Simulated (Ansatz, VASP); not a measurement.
## Te in VASP and in Ansatz

The input INCAR:

```
PREC = Accurate
ENCUT = 520
EDIFF = 1E-7
ISMEAR = -1
SIGMA = 0.01
LREAL = False
LASPH = True
NELM = 150
ALGO = Normal
ISIF = 2
LWAVE = False
LCHARG = False
ISPIN = 2
MAGMOM = 0.01
LORBIT = 11
GGA = PS
NBANDS = 13
ISYM = 0
```

Contents of KPOINTS:

```
Automatic mesh
0
Gamma
  1 1 1
```

File POSCAR:

```
Te
1.0
   14.0000000000      0.0000000000      0.0000000000
    0.0000000000     14.4000000000      0.0000000000
    0.0000000000      0.0000000000     14.8000000000
Te
1
Direct
    0.5000000000      0.5000000000      0.5000000000
```

Input for Ansatz:

```yaml
crystal:
  lattice:
    - [14.0, 0.0, 0.0]
    - [0.0, 14.4, 0.0]
    - [0.0, 0.0, 14.8]
  atoms:
    - { symbol: Te, position: [0.5, 0.5, 0.5], spin: 0.01 }
  symmetry: { detect: false, time_reversal: true }
hamiltonian:
  xc: pbesol
  pseudopotentials:
    kind: paw
    azcp:
      Te: "pseudopotentials/Te.paw.azcp"
basis:
  ecutwfc: 420
  fft_grid_basis: typed
kpoints:
  mp_grid: { grid: [1, 1, 1], shift: [0, 0, 0] }
magnetization:
  spin_polarized: true
scf:
  occupations: { method: fermi_dirac, width: 0.01 }
```

Alike in both runs: task single point; functional PBEsol; k mesh 1 × 1 × 1; occupations fermi-dirac, width 0.01 eV; collinear spin.

|  | VASP | Ansatz |
| --- | --- | --- |
| version | VASP 6.6.1 | Ansatz 0.2.0 |
| potentials or method | VASP PAW PBE potentials, release 64 (Te), cutoff 520 eV | plane waves (420 eV) with PAW, scalar-relativistic |
| valence electrons in the cell | 6 | 16 |

|  | VASP | Ansatz | Ansatz less VASP |
| --- | --- | --- | --- |
| net moment per atom (μB) | 0.00 | 2.00 | +2.000 |
| size of the moment on the site where the two differ most (μB) | 0.00 | 2.00 | +2.000 |

The net moments are unlike, so the other rows may belong to different states. VASP's potentials were made for PBE, not for PBEsol, and Ansatz warns of the same on its side. Site moments also hang on the region over which each program counts them. VASP's potentials hold 6 valence electrons a cell and Ansatz's 16, so a difference there can come from the potentials and not from the codes. Ansatz's warnings: negative readings unjudged, stability check not made.

Spin-orbit coupling is off throughout.
